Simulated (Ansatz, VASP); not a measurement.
## Ba2SrN2: VASP beside Ansatz

```
Ba Sr N
1.0
     3.82975    0.00000    0.00000
    -1.91487    3.31666    0.00000
     0.00000    0.00000   10.28976
Ba Sr N
2 1 2
Direct
  0.66667 0.33333 0.21548
  0.33333 0.66667 0.78452
  0.00000 0.00000 0.50000
  0.66667 0.33333 0.66074
  0.33333 0.66667 0.33926
```

Alike in both runs: task single point; functional PBE; dispersion D4; k mesh 6 × 6 × 2; occupations fermi-dirac, width 0.05 eV; no spin polarisation.

|  | VASP | Ansatz |
| --- | --- | --- |
| version | VASP 6.6.1 | Ansatz 0.2.0 |
| potentials or method | VASP PAW PBE potentials, release 64 (Ba_sv, Sr_sv, N) | plane waves, norm-conserving potentials |
| plane-wave cutoff (eV) | 520 | 1240 |
| valence electrons in the cell | 40 | 40 |

|  | VASP | Ansatz | Ansatz less VASP |
| --- | --- | --- | --- |
| pressure (GPa) | 2.8 | 1.4 | -1.44 |
| traceless stress, the component that is largest in VASP (GPa) | -0.11 | 0.15 | +0.262 |

Spin-orbit coupling is off throughout.
